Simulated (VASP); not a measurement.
Set up this calculation in VASP 6.6.1, as the native input.

```yaml
Task: relaxation of cell and atoms
Functional: PBEsol
Potentials_or_basis: VASP PAW PBE potentials, release 64 (Cu)
Cutoff: 600 eV
k_mesh: 18 × 18 × 10
Occupations: gaussian, width 0.1 eV
Spin: no spin polarisation
Target_pressure: -1 GPa
Dipole_correction: no
Further_INCAR_settings: ALGO = Normal; EDIFF = 1e-06; IBRION = 2; EDIFFG = -0.008; NSW = 70; ISIF = 3
```

The structure of Cu lies in POSCAR:

```
Cu
1.0
    2.5289969276      0.0000000000      0.0000000000
   -1.2644984638      2.1901755854      0.0000000000
    0.0000000000      0.0000000000      4.1302514344
Cu
2
Direct
    0.3333333333      0.6666666667      0.2500000000
    0.6666666667      0.3333333333      0.7500000000
```

This isn't the form of Cu at room conditions, which is fcc.

One way to write it, as run:

INCAR

```
SYSTEM = Cu
  ALGO = Normal
  EDIFF = 1E-6
  EDIFFG = -0.008
  ENCUT = 600
  GGA = PS
  IBRION = 2
  ISIF = 3
  ISMEAR = 0
  LASPH = .TRUE.
  LCHARG = .FALSE.
  LREAL = .FALSE.
  LWAVE = .FALSE.
  NELM = 60
  NSW = 70
  PREC = Accurate
  PSTRESS = -10.0
  SIGMA = 0.1
```

KPOINTS

```
k-points
0
G
  18 18 10
  0 0 0
```

Potentials or basis: VASP PAW PBE potentials, release 64 (Cu).

Run with:

```sh
$ cat potpaw_PBE.64/Cu/POTCAR > POTCAR
$ mpirun -np 1 vasp_std > vasp.out
```

It gave:

- Relaxed volume: 11.46 Å³/atom
- Relaxed cell: a = 2.531 Å, b = 2.531 Å, c = 4.132 Å, α = 90.00°, β = 90.00°, γ = 120.00°
- Space group after relaxing (to 0.1 Å): P6_3/mmc (No. 194)
- Energy change on relaxing (the run minimises the enthalpy): +0.1 meV/atom
- Ionic steps: 2
- Pressure after relaxing: -1.1 GPa
- Band gap on the k mesh: zero (bands 11 and 12 overlap by 6.08 eV)

Caveat: the cell is relaxed towards a set pressure, so the run minimises the enthalpy, not the energy; the PAW data sets were made with another functional, which shifts forces and pressure a little.

It took 2.5 min on 1 thread of Intel Xeon 8259CL (shared host), peak memory 0.21 GiB.
